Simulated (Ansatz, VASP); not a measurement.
MgO: VASP beside Ansatz

The input INCAR:

```
PREC = Accurate ; ENCUT = 520
EDIFF = 1E-6 ; ISMEAR = 0
SIGMA = 0.01 ; LREAL = False
LASPH = True ; NELM = 80
ALGO = Normal ; ISIF = 2
LWAVE = False ; LCHARG = True
GGA = PS ; LELF = True
LVHAR = True ; NBANDS = 11
```

The input KPOINTS:

```
regular mesh
0
Gamma
  10 10 10
```

File POSCAR:

```
MgO
1.0
    2.1492825514      2.1492825514      0.0000000000
   -2.1492825514      2.1492825514      0.0000000000
    0.0000000000      2.1492825514      2.0824739174
Mg O
1 1
Direct
    0.0000000000      0.0000000000      0.0000000000
    0.5000000000      0.5000000000      0.0000000000
```

Input for Ansatz:

```yaml
crystal:
  lattice:
    - [2.14928255145, 2.14928255145, 0.0]
    - [-2.14928255145, 2.14928255145, 0.0]
    - [0.0, 2.14928255145, 2.08247391739]
  atoms:
    - { symbol: Mg, position: [0.0, 0.0, 0.0] }
    - { symbol: O, position: [0.5, 0.5, 0.0] }
kpoints:
  mp_grid: { grid: [10, 10, 10] }
scf:
  occupations: { method: fixed }
  convergence: { dr2_threshold: 1.0e-10 }
hamiltonian:
  xc: pbesol
  pseudopotentials: { kind: all_electron, lapw: { basis_error: 0.0005 } }
output:
  forces: true
  stress: true
  eigenstates:
    kpoints:
      - [0.0, 0.0, 0.0]
      - [-0.5, -0.5, -0.5]
      - [-0.5, 0.5, 0.0]
      - [0.0, 0.0, -0.5]
      - [0.0, -0.5, -0.5]
      - [0.0, 0.5, 0.0]
      - [-0.5, 0.0, 0.0]
      - [-0.5, 0.0, -0.5]
  eigenvalues: true
```

Change from the starting cell: film at in-plane strain +0.02.

Alike in both runs: task single point; functional PBEsol; k mesh 10 × 10 × 10; no spin polarisation.

```csv
,VASP,Ansatz
version,VASP 6.6.1,Ansatz 0.2.0
potentials or method,"VASP PAW PBE potentials, release 64 (Mg, O), cutoff 520 eV","all-electron LAPW, scalar-relativistic"
occupations,"gaussian, width 0.01 eV",fixed
```

```csv
,VASP,Ansatz,Ansatz less VASP
gap on the k mesh at the Fermi level (eV),4.33,4.33,+0.003
pressure (GPa),-4.4,-3.8,+0.60
"traceless stress, the component that is largest in VASP (GPa)",3.87,3.83,-0.035
```

VASP's potentials were made for PBE, not for PBEsol. Ansatz ran all-electron here, and VASP with PAW potentials.
